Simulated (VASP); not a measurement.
Input of a VASP 6.6.1 run:

Contents of POSCAR:

```
In3Sb
1.0
    4.8369620000      0.0000000000      0.0000000000
    0.0000000000      4.8369620000      0.0000000000
    0.0000000000      0.0000000000      4.8369620000
In Sb
3 1
Direct
    0.5000000000      0.5000000000      0.0000000000
    0.5000000000      0.0000000000      0.5000000000
    0.0000000000      0.5000000000      0.5000000000
    0.0000000000      0.0000000000      0.0000000000
```

The input INCAR.step1:

```
  PREC = Accurate
  ENCUT = 520
  ISMEAR = 0
  SIGMA = 0.1
  LREAL = F
  LASPH = T
  NELM = 60
  NBANDS = 30
  GGA = PE
  ALGO = Normal
  EDIFF = 1E-4
  LWAVE = T
  LCHARG = F
```

The input INCAR.step2:

```
  PREC = Accurate
  ENCUT = 520
  EDIFF = 1E-6
  ISMEAR = 0
  SIGMA = 0.1
  LREAL = F
  LASPH = T
  NELM = 60
  ALGO = Normal
  ISIF = 2
  LWAVE = F
  LCHARG = F
  METAGGA = R2SCAN
  LMIXTAU = T
  NBANDS = 30
  ISTART = 1
```

The input KPOINTS:

```
Automatic mesh
0
Gamma
  10 10 10
```

Potentials or basis: VASP PAW PBE potentials, release 64 (In_d, Sb).

Run with:

```bash
$ cat potpaw_PBE.64/In_d/POTCAR potpaw_PBE.64/Sb/POTCAR > POTCAR
$ cp INCAR.step1 INCAR
$ mpirun -np 1 vasp_std > vasp.out
$ cp INCAR.step2 INCAR
$ mpirun -np 1 vasp_std > vasp.out
```

(1) Estimate the band gap on the k mesh.

(2) Predict the pressure.

Answers

(1) zero (bands 22 and 23 overlap by 3.73 eV).

(2) -1.2 GPa.

Caveat: the PAW data sets were made with another functional, which shifts forces and pressure a little; spin-orbit coupling is left out, which moves the levels of the heavy elements.
